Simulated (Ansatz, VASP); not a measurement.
# TiAl: VASP beside Ansatz

```
CELL_PARAMETERS angstrom
2.90499 0.00000 0.00000
-1.45250 2.51580 0.00000
0.00000 0.00000 4.73964
ATOMIC_POSITIONS crystal
Ti 0.00000 0.00000 0.00000
Al 0.33333 0.66667 0.50000
```

Alike in both runs: task single point; functional PBE0; k mesh 6 × 6 × 4; occupations fermi-dirac, width 0.05 eV; no spin polarisation.

|  | VASP | Ansatz |
| --- | --- | --- |
| version | VASP 6.6.1 | Ansatz 0.2.0 |
| potentials or method | VASP PAW PBE potentials, release 64 (Ti_sv, Al) | Ansatz PAW |
| plane-wave cutoff (eV) | 520 | 420 |
| valence electrons in the cell | 15 | 15 |

|  | VASP | Ansatz | Ansatz less VASP |
| --- | --- | --- | --- |
| gap on the k mesh at the Fermi level (eV) | none | none | - |
| pressure (GPa) | -6.2 | -5.6 | +0.59 |
| traceless stress, the component that is largest in VASP (GPa) | -1.08 | -1.46 | -0.383 |

A gap of «none» marks a metal or a gap that the smearing closes. The functional is the same, so the differences come from potentials, cutoffs and numerics.

The k mesh is coarse, so the values compare programs but aren't converged.
